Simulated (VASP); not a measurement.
CoH4, 5 atoms in the cell. The structure is tetragonal, space group P4/mmm (No. 123). The conventional cell has a = 2.964 Å, b = 2.964 Å, c = 2.679 Å, α = 90.00°, β = 90.00°, γ = 90.00°. Co (site symmetry 4/mmm) has 16 H at 2.00 to 2.13 Å within 2.6 Å. H (site symmetry 4mm) has 1 H at 0.80 Å within 1.1 Å. H (site symmetry mmm) has 12 H at 1.75 to 2.29 Å and 4 Co at 2.00 Å within 2.3 Å. 

* Program: VASP 6.6.1
* Task: relaxation of cell and atoms
* Functional: PBE
* Potentials or basis: VASP PAW PBE potentials, release 64 (Co, H)
* Cutoff: 600 eV
* k mesh: 6 × 6 × 6
* Occupations: gaussian, width 0.1 eV
* Spin: collinear spin, ferromagnetic start
* Starting moments: [1.19, 0.0, 0.0, 0.0, 0.0] μB
* Dipole correction: no
* Further INCAR settings: ALGO = Normal; EDIFF = 1e-07; IBRION = 2; EDIFFG = -0.04; NSW = 90; ISIF = 3

Potentials or basis: VASP PAW PBE potentials, release 64 (Co, H).

The run is started by

```bash
$ cat potpaw_PBE.64/Co/POTCAR potpaw_PBE.64/H/POTCAR > POTCAR
$ mpirun -np 1 vasp_std > vasp.out
```

Hardware: 1 thread of Intel(R) Xeon(R) 6975P-C (Granite Rapids) (shared host).

Q: Estimate the wall time of this run.

A: It took 11 s on 1 thread of Intel(R) Xeon(R) 6975P-C (Granite Rapids), on a shared host, peak memory 0.16 GiB. Counts: scf iterations 16, k points 40, ion steps 1.
